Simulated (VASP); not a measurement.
# P3Pb (P6_3/mmc) in VASP: further runs

P3Pb is run at these levels: revPBE, r2SCAN; tasks: single point.

Program: VASP 6.6.1. These are calculated values, not measurements. Logs are shortened: lines on timing, memory, paths and dates and some standing lists are left out, and cuts for length are marked.

## 1. The cell of the first run

Symmetry: P6_3/mmc, No. 194, hexagonal system. Conventional cell: a = 6.042 Å, b = 6.042 Å, c = 5.580 Å, α = 90.00°, β = 90.00°, γ = 120.00°. Within 3.1 Å of P (site symmetry mm2) lie 6 P at 2.24 to 3.08 Å and 2 Pb at 3.05 Å. Within 4.0 Å of Pb (site symmetry -6m2) lie 12 P at 3.05 to 3.55 Å.

## 2. Single point, revPBE

Contents of INCAR:

```
SYSTEM = P3Pb
ALGO = Normal
EDIFF = 1E-6
ENCUT = 520
GGA = RE
ISIF = 2
ISMEAR = 0
LASPH = .True.
LCHARG = .True.
LELF = .True.
LREAL = .False.
LVHAR = .True.
LWAVE = .False.
NBANDS = 39
NELM = 80
PREC = Accurate
SIGMA = 0.1
```

Contents of KPOINTS:

```
k-points
0
Gamma
  6 6 8
  0 0 0
```

Contents of POSCAR:

```
P3Pb
1.0
    6.0422122503      0.0000000000      0.0000000000
   -3.0211061252      5.2327093038      0.0000000000
    0.0000000000      0.0000000000      5.5804002717
P Pb
6 2
Direct
    0.8762824137      0.7525648273      0.2500000000
    0.1237175863      0.8762824137      0.7500000000
    0.2474351727      0.1237175863      0.2500000000
    0.1237175863      0.2474351727      0.7500000000
    0.8762824137      0.1237175863      0.2500000000
    0.7525648273      0.8762824137      0.7500000000
    0.3333333333      0.6666666667      0.2500000000
    0.6666666667      0.3333333333      0.7500000000
```

Potentials or basis: VASP PAW PBE potentials, release 64 (P, Pb_d).

Started as:

```
> cat potpaw_PBE.64/P/POTCAR potpaw_PBE.64/Pb_d/POTCAR > POTCAR
> mpirun -np 1 vasp_std > vasp.out
```

OUTCAR:

```text
SYSTEM = P3Pb
   EDIFF = 1E-6
   ENCUT = 520
   GGA = RE
   ISIF = 2
   ISMEAR = 0
   LASPH = .True.
   LREAL = .False.
   NELM = 80
   PREC = Accurate

 ion  position               nearest neighbor table
   1  0.876  0.753  0.250-   3 2.24   5 2.24   7 3.05   7 3.05   8 3.55   8 3.55
   2  0.124  0.876  0.750-   6 2.24   4 2.24   8 3.05   8 3.05   7 3.55   7 3.55
   3  0.247  0.124  0.250-   1 2.24   5 2.24   7 3.05   7 3.05   8 3.55   8 3.55
   4  0.124  0.247  0.750-   6 2.24   2 2.24   8 3.05   8 3.05   7 3.55   7 3.55
   5  0.876  0.124  0.250-   3 2.24   1 2.24   7 3.05   7 3.05   8 3.55   8 3.55
   6  0.753  0.876  0.750-   4 2.24   2 2.24   8 3.05   8 3.05   7 3.55   7 3.55
   7  0.333  0.667  0.250-   1 3.05   3 3.05   5 3.05   5 3.05   1 3.05   3 3.05   6 3.55   6 3.55
                             4 3.55   4 3.55   2 3.55   2 3.55
   8  0.667  0.333  0.750-   4 3.05   6 3.05   2 3.05   2 3.05   4 3.05   6 3.05   3 3.55   3 3.55
                             1 3.55   1 3.55   5 3.55   5 3.55

  LATTYP: Found a hexagonal cell.
 ALAT       =     6.0422122503
 C/A-ratio  =     0.9235690572

  Lattice vectors:

 A1 = (   6.0422122503,   0.0000000000,   0.0000000000)
 A2 = (  -3.0211061252,   5.2327093038,   0.0000000000)
 A3 = (   0.0000000000,   0.0000000000,   5.5804002717)

Analysis of symmetry for initial positions (statically):
=====================================================================
 Subroutine PRICEL returns:
 Original cell was already a primitive cell.

 Routine SETGRP: Setting up the symmetry group for a
 hexagonal supercell.

 Subroutine GETGRP returns: Found 24 space group operations
 (whereof 12 operations were pure point group operations)
 out of a pool of 24 trial point group operations.

The static configuration has the point symmetry D_3d.
 The point group associated with its full space group is D_6h.

Analysis of symmetry for dynamics (positions and initial velocities):
=====================================================================
 Subroutine PRICEL returns:
 Original cell was already a primitive cell.

 Routine SETGRP: Setting up the symmetry group for a
 hexagonal supercell.

 Subroutine GETGRP returns: Found 24 space group operations
 (whereof 12 operations were pure point group operations)
 out of a pool of 24 trial point group operations.

The dynamic configuration has the point symmetry D_3d.
 The point group associated with its full space group is D_6h.

 Subroutine INISYM returns: Found 24 space group operations
 (whereof 12 operations are pure point group operations),
 and found     1 'primitive' translations

----------------------------------------------------------------------------------------

                                     Primitive cell

  volume of cell :     176.4363

  direct lattice vectors                    reciprocal lattice vectors
     6.042212250  0.000000000  0.000000000     0.165502296  0.095552795  0.000000000
    -3.021106125  5.232709304  0.000000000     0.000000000  0.191105590  0.000000000
     0.000000000  0.000000000  5.580400272     0.000000000  0.000000000  0.179198615

  length of vectors
     6.042212250  6.042212250  5.580400272     0.191105590  0.191105590  0.179198615

  position of ions in fractional coordinates (direct lattice)
     0.876282414  0.752564827  0.250000000
     0.123717586  0.876282414  0.750000000
     0.247435173  0.123717586  0.250000000
     0.123717586  0.247435173  0.750000000
     0.876282414  0.123717586  0.250000000
     0.752564827  0.876282414  0.750000000
     0.333333333  0.666666667  0.250000000
     0.666666667  0.333333333  0.750000000

  ion indices of the primitive-cell ions
   primitive index   ion index
                 1           1
                 2           2
                 3           3
                 4           4
                 5           5
                 6           6
                 7           7
                 8           8

----------------------------------------------------------------------------------------

 KPOINTS: k-points

Automatic generation of k-mesh.
 Grid dimensions read from file:
 generate k-points for:    6    6    8

 Generating k-lattice:

  Cartesian coordinates                     Fractional coordinates (reciprocal lattice)
     0.027583716  0.015925466  0.000000000     0.166666667  0.000000000  0.000000000
     0.000000000  0.031850932  0.000000000     0.000000000  0.166666667  0.000000000
     0.000000000  0.000000000  0.022399827     0.000000000  0.000000000  0.125000000

  Length of vectors
     0.031850932  0.031850932  0.022399827

  Shift w.r.t. Gamma in fractional coordinates (k-lattice)
     0.000000000  0.000000000  0.000000000

 Subroutine IBZKPT returns following result:
 ===========================================

 Found     35 irreducible k-points:

 Following reciprocal coordinates:
            Coordinates               Weight
  0.000000  0.000000  0.000000      1.000000
  0.166667 -0.000000  0.000000      6.000000
  0.333333 -0.000000  0.000000      6.000000
  0.500000 -0.000000  0.000000      3.000000
  0.166667  0.166667  0.000000      6.000000
  0.333333  0.166667  0.000000     12.000000
[... 16 lines left out ...]
  0.166667 -0.000000  0.375000     12.000000
  0.333333 -0.000000  0.375000     12.000000
 [... further k-points ...]
   k-points           NKPTS =     35   k-points in BZ     NKDIM =     35   number of bands    NBANDS=     39
   number of dos      NEDOS =    301   number of ions     NIONS =      8
   total plane-waves  NPLWV =  96768
   dimension x,y,z NGX =    48 NGY =   48 NGZ =   42
   dimension x,y,z NGXF=    96 NGYF=   96 NGZF=   84
   ions per type =               6   2
   NGX,Y,Z   is equivalent  to a cutoff of  13.21, 13.21, 12.51 a.u.
   NGXF,Y,Z  is equivalent  to a cutoff of  26.41, 26.41, 25.02 a.u.
 SYSTEM =  P3Pb
   PREC   = accura    normal or accurate (medium, high low for compatibility)
   ISTART =      0    job   : 0-new  1-cont  2-samecut
   ICHARG =      2    charge: 1-file 2-atom 10-const
   ISPIN  =      1    spin polarized calculation?
   LNONCOLLINEAR =      F non collinear calculations
   LSORBIT =      F    spin-orbit coupling
   LASPH  =      T    aspherical Exc in radial PAW
   ENCUT  =  520.0 eV  38.22 Ry    6.18 a.u.  11.23 11.23 10.38*2*pi/ulx,y,z
   NELM   =     80;   NELMIN=  2; NELMDL= -5     # of ELM steps
   EDIFF  = 0.1E-05   stopping-criterion for ELM
   LREAL  =      F    real-space projection
[... 7 lines left out ...]
   TEBEG  =    0.0;   TEEND  =   0.0 temperature during run
   PSTRESS=    0.0 pullay stress
   NELECT =      58.0000    total number of electrons
   NUPDOWN=      -1.0000    fix difference up-down
   EMIN   =  10.00;   EMAX   =-10.00  energy-range for DOS
   EFERMI =   0.00;   METHOD = LEGACY
   ISMEAR =     0;   SIGMA  =   0.10  broadening in eV -4-tet -1-fermi 0-gaus
   EFERMI_NEDOS =   21; number of points for ismear=-14 and -15
   IALGO  =     38    algorithm
   IMIX   =      4    mixing-type and parameters
     AMIX     =   0.40;   BMIX     =  1.00
     AMIX_MAG =   1.60;   BMIX_MAG =  1.00
  volume/ion in A,a.u.               =      22.05       148.83
  Fermi-wavevector in a.u.,A,eV,Ry     =   1.129852  2.135110 17.368725  1.276565
  Thomas-Fermi vector in A             =   2.266547
   LORBIT       =      0    0 simple, 1 ext, 2 COOP (PROOUT), +10 PAW based schemes
   GGA     = RE    functional components
   LHFCALC =     F    Hartree Fock is set to
   AEXX    =    0.0000 exact exchange contribution
   IVDW    =     0    specifies the selected vdW correction
   LEPSILON=     F    determine dielectric tensor
   LRPA    =     F    only Hartree local field effects (RPA)
 non-spin polarized calculation
 Gauss-broadening in eV      SIGMA  =   0.10
  energy-cutoff  :      520.00
  volume of cell :      176.44
 maximum number of plane-waves:      4791
 NGX is ok and might be reduce to    48
   NGX = 23   NGY = 23   NGZ = 21

 number of electron      58.0000011 magnetization

 Free energy of the ion-electron system (eV)
  ---------------------------------------------------
  ext. energy  EPLUGINS =         0.00000000
  ---------------------------------------------------
  free energy    TOTEN  =       -33.04862566 eV

  energy without entropy =      -33.02841234  energy(sigma->0) =      -33.03851900

 E-fermi :   7.0146     XC(G=0):  -9.9271

 val. band max:        7.0003645065   @ k =   0.1667  -0.0000   0.1250
 cond. band min:       7.0311368665   @ k =   0.3333   0.1667   0.5000
 fundamental gap:      0.0307723600
 Fermi energy:         7.0145680982

 k-point     1 :       0.0000    0.0000    0.0000
  band No.  band energies     occupation
      1     -10.6691      2.00000
      2     -10.6582      2.00000
      3     -10.6582      2.00000
      4     -10.6486      2.00000
      5     -10.6486      2.00000
      6     -10.6483      2.00000
[... 31 lines left out ...]
     38      10.1042      0.00000
     39      11.3589      0.00000

 k-point     2 :       0.1667   -0.0000    0.0000
  band No.  band energies     occupation
      1     -10.6673      2.00000
      2     -10.6640      2.00000
      3     -10.6566      2.00000
      4     -10.6479      2.00000
      5     -10.6463      2.00000
      6     -10.6429      2.00000
[... 31 lines left out ...]
     38      10.4402      0.00000
     39      11.5467      0.00000

 k-point     3 :       0.3333   -0.0000    0.0000
  band No.  band energies     occupation
      1     -10.6762      2.00000
      2     -10.6551      2.00000
      3     -10.6534      2.00000
      4     -10.6466      2.00000
      5     -10.6416      2.00000
      6     -10.6403      2.00000
[... 832 lines left out ...]
 k-point    23 :       0.1667   -0.0000    0.3750
  band No.  band energies     occupation
      1     -10.6650      2.00000
      2     -10.6601      2.00000
      3     -10.6584      2.00000
      4     -10.6539      2.00000
      5     -10.6538      2.00000
      6     -10.6479      2.00000
[... 31 lines left out ...]
     38       9.8788      0.00000
     39      12.1579      0.00000

 k-point    24 :       0.3333   -0.0000    0.3750
  band No.  band energies     occupation
      1     -10.6681      2.00000
      2     -10.6576      2.00000
      3     -10.6525      2.00000
      4     -10.6482      2.00000
      5     -10.6480      2.00000
      6     -10.6433      2.00000
[... 31 lines left out ...]
     38      10.2147      0.00000
     39      10.8224      0.00000

 [... further k-points ...]

------------------------ aborting loop because EDIFF is reached ----------------------------------------

  FORCE on cell =-STRESS in cart. coord.  units (eV):
  Direction    XX          YY          ZZ          XY          YZ          ZX
  --------------------------------------------------------------------------------------
  -------------------------------------------------------------------------------------
  Total        2.5371125      2.5371125      0.1449838     -0.0000000     -0.0000000      0.0000000
  in kB       23.0389339     23.0389339      1.3165645     -0.0000000     -0.0000000      0.0000000
  external PRESSURE =      15.7981441 kB  Pullay stress =       0.0000000 kB

 VOLUME and BASIS-vectors are now :
 -----------------------------------------------------------------------------
  energy-cutoff  :      520.00
  volume of cell :      176.44
      direct lattice vectors                 reciprocal lattice vectors
     6.042212250  0.000000000  0.000000000     0.165502296  0.095552795  0.000000000
    -3.021106125  5.232709304  0.000000000     0.000000000  0.191105590  0.000000000
     0.000000000  0.000000000  5.580400272     0.000000000  0.000000000  0.179198615

 POSITION                                       TOTAL-FORCE (eV/Angst)
 -----------------------------------------------------------------------------------
      3.02111      3.93795      1.39510         0.000000     -0.220926      0.000000
     -1.89981      4.58533      4.18530         0.191327     -0.110463      0.000000
      1.12129      0.64738      1.39510         0.191327      0.110463      0.000000
     -0.00000      1.29476      4.18530        -0.000000      0.220926     -0.000000
      4.92092      0.64738      1.39510        -0.191327      0.110463      0.000000
      1.89981      4.58533      4.18530        -0.191327     -0.110463      0.000000
     -0.00000      3.48847      1.39510         0.000000     -0.000000      0.000000
      3.02111      1.74424      4.18530        -0.000000     -0.000000      0.000000
 -----------------------------------------------------------------------------------
    total drift:                                0.000000     -0.000000      0.000000

  FREE ENERGIE OF THE ION-ELECTRON SYSTEM (eV)
  ---------------------------------------------------
  free  energy   TOTEN  =       -33.0486256590 eV

  energy  without entropy=      -33.0284123395  energy(sigma->0) =      -33.03851900
```

It took 2 min on 1 thread of Intel Xeon 6975P-C (Granite Rapids), shared host; peak memory 0.4 GiB.

Results:

```yaml
Free_energy: -33.0486 eV
Pressure: 1.6 GPa
Largest_force: 0.221 eV/Å
Band_gap_on_the_k_mesh: zero (bands 29 and 30 overlap by 1.50 eV)
```

Forces on the atoms (eV/Å):
```
P    0.000 -0.221  0.000
P    0.191 -0.110  0.000
P    0.191  0.110  0.000
P    0.000  0.221  0.000
P   -0.191  0.110  0.000
P   -0.191 -0.110  0.000
Pb   0.000  0.000  0.000
Pb   0.000  0.000  0.000
```

Levels at points of the mesh, in eV from the Fermi level:
```tsv
k point	band 26	band 27	band 28	band 29	band 30	band 31	band 32	band 33
(0.00, 0.00, 0.00)	-2.79	-2.79	-0.56	0.47	1.02	1.02	1.37	1.65
(0.50, 0.00, 0.00)	-2.79	-2.46	-1.70	-0.85	0.68	0.80	0.99	1.65
(0.00, 0.00, 0.50)	-3.67	0.18	0.18	0.18	0.18	1.71	1.71	2.09
(0.50, 0.00, 0.50)	-3.24	-0.75	-0.75	-0.52	-0.52	0.16	0.16	1.08
```

Caveat: the PAW data sets were made with another functional, which shifts forces and pressure a little; spin-orbit coupling is left out, which moves the levels of the heavy elements.

## 3. Single point, r2SCAN

POSCAR is that of step 2.

Contents of INCAR.step1:

```
  PREC = Accurate
  ENCUT = 520
  ISMEAR = 0
  SIGMA = 0.1
  LREAL = False
  LASPH = True
  NELM = 60
  NBANDS = 39
  GGA = PE
  ALGO = Normal
  EDIFF = 1E-4
  LWAVE = True
  LCHARG = False
```

Contents of INCAR.step2:

```
  PREC = Accurate
  ENCUT = 520
  EDIFF = 1E-6
  ISMEAR = 0
  SIGMA = 0.1
  LREAL = False
  LASPH = True
  NELM = 60
  ALGO = Normal
  ISIF = 2
  LWAVE = False
  LCHARG = False
  METAGGA = R2SCAN
  LMIXTAU = True
  NBANDS = 39
  ISTART = 1
```

Contents of KPOINTS:

```
Automatic mesh
0
Gamma
  6 6 8
```

Potentials or basis: VASP PAW PBE potentials, release 64 (P, Pb_d).

Started as:

```
> cat potpaw_PBE.64/P/POTCAR potpaw_PBE.64/Pb_d/POTCAR > POTCAR
> cp INCAR.step1 INCAR
> mpirun -np 1 vasp_std > vasp.out
> cp INCAR.step2 INCAR
> mpirun -np 1 vasp_std > vasp.out
```

Wall time 7 min (1 thread of Intel Xeon 6975P-C (Granite Rapids), shared host); peak memory 0.45 GiB.

Results (log left out):

```
Free energy            : -161.9279 eV
Pressure               : -0.3 GPa
Largest force          : 0.109 eV/Å
Band gap on the k mesh : zero (bands 29 and 30 overlap by 1.54 eV)
```

Forces on the atoms (eV/Å):
```
P    0.000  0.109  0.000
P   -0.094  0.054  0.000
P   -0.094 -0.054  0.000
P    0.000 -0.109  0.000
P    0.094 -0.054  0.000
P    0.094  0.054  0.000
Pb   0.000  0.000  0.000
Pb   0.000  0.000  0.000
```

Stress tensor (GPa, compression positive):
```
-0.39  0.00  0.00
 0.00 -0.39  0.00
 0.00  0.00  0.01
```

Levels at points of the mesh, in eV from the Fermi level:
```csv
k point,band 25,band 26,band 27,band 28,band 29,band 30,band 31,band 32,band 33,band 34
"(0.00, 0.00, 0.00)",-3.77,-2.96,-2.96,-0.49,0.47,1.09,1.09,1.39,1.72,1.82
"(0.50, 0.00, 0.00)",-3.03,-2.99,-2.62,-1.75,-0.86,0.80,0.81,1.02,1.72,1.92
"(0.00, 0.00, 0.50)",-3.84,-3.84,0.17,0.17,0.17,0.17,1.80,1.80,2.16,2.16
"(0.50, 0.00, 0.50)",-3.42,-3.42,-0.77,-0.77,-0.53,-0.53,0.14,0.14,1.13,1.13
```

Caveat: the PAW data sets were made with another functional, which shifts forces and pressure a little; spin-orbit coupling is left out, which moves the levels of the heavy elements.

The gap in the log of VASP goes by the Fermi energy; the results here count the filled bands.